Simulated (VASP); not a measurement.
Wanted: the native input for a VASP 6.6.1 run.

```yaml
Task: single point
Functional: PBE
Potentials_or_basis: VASP PAW PBE potentials, release 64 (Ga_d, As)
Cutoff: 520 eV
k_mesh: 14 × 14 × 14
Occupations: gaussian, width 0.1 eV
Spin: no spin polarisation
Dipole_correction: no
Further_INCAR_settings: ALGO = Fast; EDIFF = 1e-06; NBANDS = 22
```

The structure of Ga2As lies in POSCAR:

```
Ga2As
1.0
   -2.4424691936      2.4424691936      2.8596417043
    2.4424691936     -2.4424691936      2.8596417043
    2.4424691936      2.4424691936     -2.8596417043
Ga As
2 1
Direct
    0.7500000000      0.2500000000      0.5000000000
    0.2500000000      0.7500000000      0.5000000000
    0.5000000000      0.5000000000      0.0000000000
```

The cell was built from a structure type or drawn by symmetry, and may not be a known phase.

These files were run (other wordings do the same):

INCAR

```
SYSTEM = Ga2As
  PREC = Accurate
  ENCUT = 520
  EDIFF = 1E-6
  ISMEAR = 0
  SIGMA = 0.1
  LREAL = .False.
  LASPH = .True.
  NELM = 80
  ALGO = Fast
  ISIF = 2
  LWAVE = .False.
  LCHARG = .False.
  GGA = PE
  NBANDS = 22
```

KPOINTS

```
Automatic mesh
0
Gamma
  14 14 14
  0 0 0
```

Potentials or basis: VASP PAW PBE potentials, release 64 (Ga_d, As).

The run is started by

```sh
$ cat potpaw_PBE.64/Ga_d/POTCAR potpaw_PBE.64/As/POTCAR > POTCAR
$ mpirun -np 1 vasp_std > vasp.out
```

It gave:

```yaml
Pressure: 0.1 GPa
Band_gap_on_the_k_mesh: zero (an odd number of electrons rules out a gap without spin polarisation)
```

Wall time 2.5 min on 1 thread of Intel(R) Xeon(R) 6975P-C (Granite Rapids) (shared host), peak memory 0.46 GiB.
